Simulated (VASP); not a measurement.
# Al (Fm-3m) in VASP: single point with r2SCAN

Aim: the single point of Al with r2SCAN.

Program: VASP 6.6.1. These are calculated values, not measurements. Logs are shortened: lines on timing, memory, paths and dates and some standing lists are left out, and cuts for length are marked.

## Step 1: The cell of the first run

Symmetry: Fm-3m, No. 225, cubic system. Conventional cell: a = 3.992 Å, b = 3.992 Å, c = 3.992 Å, α = 90.00°, β = 90.00°, γ = 90.00°. Al (site symmetry m-3m) has 12 Al at 2.82 Å within 3.7 Å.

## Step 2: Single point, r2SCAN

Contents of POSCAR:

```
Al
1.0
    0.0000000000      1.9960023008      1.9960023008
    1.9960023008      0.0000000000      1.9960023008
    1.9960023008      1.9960023008      0.0000000000
Al
1
Direct
    0.0000000000      0.0000000000      0.0000000000
```

Contents of INCAR.step1:

```
SYSTEM = Al
ALGO = Normal
EDIFF = 1E-4
ENCUT = 520
GGA = PE
ISMEAR = 0
LASPH = .TRUE.
LCHARG = .FALSE.
LREAL = .FALSE.
LWAVE = .TRUE.
NBANDS = 8
NELM = 100
PREC = Accurate
SIGMA = 0.1
```

Contents of INCAR.step2:

```
SYSTEM = Al
ALGO = Normal
EDIFF = 1E-6
ENCUT = 520
ISIF = 2
ISMEAR = 0
ISTART = 1
LASPH = .TRUE.
LCHARG = .TRUE.
LELF = .TRUE.
LMIXTAU = .TRUE.
LREAL = .FALSE.
LVHAR = .TRUE.
LWAVE = .FALSE.
METAGGA = R2SCAN
NBANDS = 8
NELM = 100
PREC = Accurate
SIGMA = 0.1
```

Contents of KPOINTS:

```
k-points
0
G
  18 18 18
  0 0 0
```

Potentials or basis: VASP PAW PBE potentials, release 64 (Al).

Command:

```
cat potpaw_PBE.64/Al/POTCAR > POTCAR
cp INCAR.step1 INCAR
mpirun -np 1 vasp_std > vasp.out
cp INCAR.step2 INCAR
mpirun -np 1 vasp_std > vasp.out
```

OUTCAR:

```text
SYSTEM = Al
   EDIFF = 1E-6
   ENCUT = 520
   ISIF = 2
   ISMEAR = 0
   ISTART = 1
   LASPH = .TRUE.
   LREAL = .FALSE.
   METAGGA = R2SCAN
   NELM = 100
   PREC = Accurate

 ion  position               nearest neighbor table
   1  0.000  0.000  0.000-

  LATTYP: Found a face centered cubic cell.
 ALAT       =     3.9920046016

  Lattice vectors:

 A1 = (   0.0000000000,   1.9960023008,   1.9960023008)
 A2 = (   1.9960023008,   0.0000000000,   1.9960023008)
 A3 = (   1.9960023008,   1.9960023008,   0.0000000000)

Analysis of symmetry for initial positions (statically):
=====================================================================
 Subroutine PRICEL returns:
 Original cell was already a primitive cell.

 Routine SETGRP: Setting up the symmetry group for a
 face centered cubic supercell.

 Subroutine GETGRP returns: Found 48 space group operations
 (whereof 48 operations were pure point group operations)
 out of a pool of 48 trial point group operations.

The static configuration has the point symmetry O_h .

Analysis of symmetry for dynamics (positions and initial velocities):
=====================================================================
 Subroutine PRICEL returns:
 Original cell was already a primitive cell.

 Routine SETGRP: Setting up the symmetry group for a
 face centered cubic supercell.

 Subroutine GETGRP returns: Found 48 space group operations
 (whereof 48 operations were pure point group operations)
 out of a pool of 48 trial point group operations.

The dynamic configuration has the point symmetry O_h .

 Subroutine INISYM returns: Found 48 space group operations
 (whereof 48 operations are pure point group operations),
 and found     1 'primitive' translations

----------------------------------------------------------------------------------------

                                     Primitive cell

  volume of cell :      15.9042

  direct lattice vectors                    reciprocal lattice vectors
     0.000000000  1.996002301  1.996002301    -0.250500713  0.250500713  0.250500713
     1.996002301  0.000000000  1.996002301     0.250500713 -0.250500713  0.250500713
     1.996002301  1.996002301  0.000000000     0.250500713  0.250500713 -0.250500713

  length of vectors
     2.822773524  2.822773524  2.822773524     0.433879963  0.433879963  0.433879963

  position of ions in fractional coordinates (direct lattice)
     0.000000000  0.000000000  0.000000000

  ion indices of the primitive-cell ions
   primitive index   ion index
                 1           1

----------------------------------------------------------------------------------------

 KPOINTS: k-points

Automatic generation of k-mesh.
 Grid dimensions read from file:
 generate k-points for:   18   18   18

 Generating k-lattice:

  Cartesian coordinates                     Fractional coordinates (reciprocal lattice)
    -0.013916706  0.013916706  0.013916706     0.055555556  0.000000000  0.000000000
     0.013916706 -0.013916706  0.013916706     0.000000000  0.055555556  0.000000000
     0.013916706  0.013916706 -0.013916706     0.000000000  0.000000000  0.055555556

  Length of vectors
     0.024104442  0.024104442  0.024104442

  Shift w.r.t. Gamma in fractional coordinates (k-lattice)
     0.000000000  0.000000000  0.000000000

 Subroutine IBZKPT returns following result:
 ===========================================

 Found    195 irreducible k-points:

 Following reciprocal coordinates:
            Coordinates               Weight
  0.000000  0.000000  0.000000      1.000000
  0.055556  0.000000  0.000000      8.000000
  0.111111  0.000000  0.000000      8.000000
  0.166667  0.000000  0.000000      8.000000
  0.222222  0.000000  0.000000      8.000000
  0.277778  0.000000  0.000000      8.000000
[... 16 lines left out ...]
 -0.277778  0.055556  0.000000     24.000000
 -0.222222  0.055556  0.000000     24.000000
 [... further k-points ...]
   k-points           NKPTS =    195   k-points in BZ     NKDIM =    195   number of bands    NBANDS=      8
   number of dos      NEDOS =    301   number of ions     NIONS =      1
   total plane-waves  NPLWV =  13824
   dimension x,y,z NGX =    24 NGY =   24 NGZ =   24
   dimension x,y,z NGXF=    48 NGYF=   48 NGZF=   48
   ions per type =               1
   NGX,Y,Z   is equivalent  to a cutoff of  14.13, 14.13, 14.13 a.u.
   NGXF,Y,Z  is equivalent  to a cutoff of  28.27, 28.27, 28.27 a.u.
 SYSTEM =  Al
   PREC   = accura    normal or accurate (medium, high low for compatibility)
   ISTART =      1    job   : 0-new  1-cont  2-samecut
   ICHARG =      0    charge: 1-file 2-atom 10-const
   ISPIN  =      1    spin polarized calculation?
   LNONCOLLINEAR =      F non collinear calculations
   LSORBIT =      F    spin-orbit coupling
   LASPH  =      T    aspherical Exc in radial PAW
   ENCUT  =  520.0 eV  38.22 Ry    6.18 a.u.   5.25  5.25  5.25*2*pi/ulx,y,z
   NELM   =    100;   NELMIN=  2; NELMDL=  0     # of ELM steps
   EDIFF  = 0.1E-05   stopping-criterion for ELM
   LREAL  =      F    real-space projection
   EDIFFG = 0.1E-04   stopping-criterion for IOM
   NSW    =      0    number of steps for IOM
   IBRION =     -1    ionic relax: 0-MD 1-quasi-New 2-CG
   NFREE  =      0    steps in history (QN), initial steepest desc. (CG)
   ISIF   =      2    stress and relaxation
   ISYM   =      2    0-nonsym 1-usesym 2-fastsym
   POTIM  = 0.5000    time-step for ionic-motion
   TEBEG  =    0.0;   TEEND  =   0.0 temperature during run
   PSTRESS=    0.0 pullay stress
   NELECT =       3.0000    total number of electrons
   NUPDOWN=      -1.0000    fix difference up-down
   EMIN   =  10.00;   EMAX   =-10.00  energy-range for DOS
   EFERMI =   0.00;   METHOD = LEGACY
   ISMEAR =     0;   SIGMA  =   0.10  broadening in eV -4-tet -1-fermi 0-gaus
   EFERMI_NEDOS =   21; number of points for ismear=-14 and -15
   IALGO  =     38    algorithm
   IMIX   =      4    mixing-type and parameters
     AMIX     =   0.40;   BMIX     =  1.00
     AMIX_MAG =   1.60;   BMIX_MAG =  1.00
  volume/ion in A,a.u.               =      15.90       107.33
  Fermi-wavevector in a.u.,A,eV,Ry     =   0.938882  1.774229 11.993520  0.881499
  Thomas-Fermi vector in A             =   2.066138
   LORBIT       =      0    0 simple, 1 ext, 2 COOP (PROOUT), +10 PAW based schemes
   METAGGA = R2SCAN    functional components
   LHFCALC =     F    Hartree Fock is set to
   AEXX    =    0.0000 exact exchange contribution
   IVDW    =     0    specifies the selected vdW correction
   LEPSILON=     F    determine dielectric tensor
   LRPA    =     F    only Hartree local field effects (RPA)
 non-spin polarized calculation
 Gauss-broadening in eV      SIGMA  =   0.10
  energy-cutoff  :      520.00
  volume of cell :       15.90
 maximum number of plane-waves:       444
 NGX is ok and might be reduce to    24
   NGX = 11   NGY = 11   NGZ = 11

 number of electron       3.0000000 magnetization

 Free energy of the ion-electron system (eV)
  ---------------------------------------------------
  ext. energy  EPLUGINS =         0.00000000
  ---------------------------------------------------
  free energy    TOTEN  =        -6.73697411 eV

  energy without entropy =       -6.73443118  energy(sigma->0) =       -6.73570265

 E-fermi :   8.4084     XC(G=0): -11.0432

 val. band max:        8.3942580671   @ k =  -0.3333   0.4444   0.1111
 cond. band min:       8.4440991789   @ k =  -0.3333   0.3889   0.0556
 fundamental gap:      0.0498411118
 Fermi energy:         8.4083975978

 k-point     1 :       0.0000    0.0000    0.0000
  band No.  band energies     occupation
      1      -3.6959      2.00000
      2      21.9367      0.00000
      3      21.9367      0.00000
      4      21.9367      0.00000
      5      24.1395      0.00000
      6      24.1395      0.00000
      7      24.1395      0.00000
      8      26.0358      0.00000

 k-point     2 :       0.0556    0.0000    0.0000
  band No.  band energies     occupation
      1      -3.6046      2.00000
      2      20.4059      0.00000
      3      21.6806      0.00000
      4      21.6806      0.00000
      5      24.5418      0.00000
      6      24.5418      0.00000
      7      24.5931      0.00000
      8      27.0464      0.00000

 k-point     3 :       0.1111    0.0000    0.0000
  band No.  band energies     occupation
      1      -3.3310      2.00000
      2      18.0241      0.00000
      3      21.2016      0.00000
      4      21.2016      0.00000
      5      24.5666      0.00000
      6      25.4382      0.00000
      7      25.4382      0.00000
      8      27.7677      0.00000

 k-point     4 :       0.1667    0.0000    0.0000
  band No.  band energies     occupation
      1      -2.8761      2.00000
      2      15.6076      0.00000
      3      20.7570      0.00000
      4      20.7570      0.00000
      5      24.3528      0.00000
      6      26.0691      0.00000
      7      26.0691      0.00000
      8      27.0576      0.00000

 k-point     5 :       0.2222    0.0000    0.0000
  band No.  band energies     occupation
      1      -2.2417      2.00000
      2      13.2690      0.00000
      3      20.4220      0.00000
      4      20.4220      0.00000
      5      24.1446      0.00000
      6      25.0730      0.00000
      7      25.0730      0.00000
      8      28.2104      0.00000
[... 177 lines left out ...]
 k-point    22 :      -0.3333    0.0556    0.0000
  band No.  band energies     occupation
      1       0.0001      2.00000
      2       8.3578      1.52540
      3      18.3499      0.00000
      4      21.3506      0.00000
      5      21.6630      0.00000
      6      23.1053      0.00000
      7      24.7716      0.00000
      8      27.8939      0.00000

 k-point    23 :      -0.2778    0.0556    0.0000
  band No.  band energies     occupation
      1      -1.0414      2.00000
      2      10.3990      0.00000
      3      18.3718      0.00000
      4      21.4818      0.00000
      5      22.4781      0.00000
      6      24.0235      0.00000
      7      24.7434      0.00000
      8      28.7519      0.00000

 k-point    24 :      -0.2222    0.0556    0.0000
  band No.  band energies     occupation
      1      -1.9106      2.00000
      2      12.5730      0.00000
      3      18.5476      0.00000
      4      21.6228      0.00000
      5      23.5569      0.00000
      6      24.6906      0.00000
      7      25.2138      0.00000
      8      27.5594      0.00000

 [... further k-points ...]

------------------------ aborting loop because EDIFF is reached ----------------------------------------

  FORCE on cell =-STRESS in cart. coord.  units (eV):
  Direction    XX          YY          ZZ          XY          YZ          ZX
  --------------------------------------------------------------------------------------
  -------------------------------------------------------------------------------------
  Total       -0.0319557     -0.0319557     -0.0319557     -0.0000000     -0.0000000     -0.0000000
  in kB       -3.2191834     -3.2191834     -3.2191834     -0.0000000     -0.0000000     -0.0000000
  external PRESSURE =      -3.2191834 kB  Pullay stress =       0.0000000 kB

 VOLUME and BASIS-vectors are now :
 -----------------------------------------------------------------------------
  energy-cutoff  :      520.00
  volume of cell :       15.90
      direct lattice vectors                 reciprocal lattice vectors
     0.000000000  1.996002301  1.996002301    -0.250500713  0.250500713  0.250500713
     1.996002301  0.000000000  1.996002301     0.250500713 -0.250500713  0.250500713
     1.996002301  1.996002301  0.000000000     0.250500713  0.250500713 -0.250500713

 POSITION                                       TOTAL-FORCE (eV/Angst)
 -----------------------------------------------------------------------------------
      0.00000      0.00000      0.00000         0.000000     -0.000000      0.000000
 -----------------------------------------------------------------------------------
    total drift:                                0.000000     -0.000000     -0.000000

  FREE ENERGIE OF THE ION-ELECTRON SYSTEM (eV)
  ---------------------------------------------------
  free  energy   TOTEN  =        -6.7369741128 eV

  energy  without entropy=       -6.7344311791  energy(sigma->0) =       -6.73570265
```

Run time: 56 s. Hardware: 1 thread of Intel Xeon Platinum 8259CL at 2.50GHz (Skylake/Cascade Lake), shared host; peak memory 0.15 GiB.

What came out:

| Item | Value |
| --- | --- |
| Free energy | -6.7370 eV |
| Pressure | -0.3 GPa |
| Band gap on the k mesh | zero (an odd number of electrons rules out a gap without spin polarisation) |

Caveat: the PAW data sets were made with another functional, which shifts forces and pressure a little.
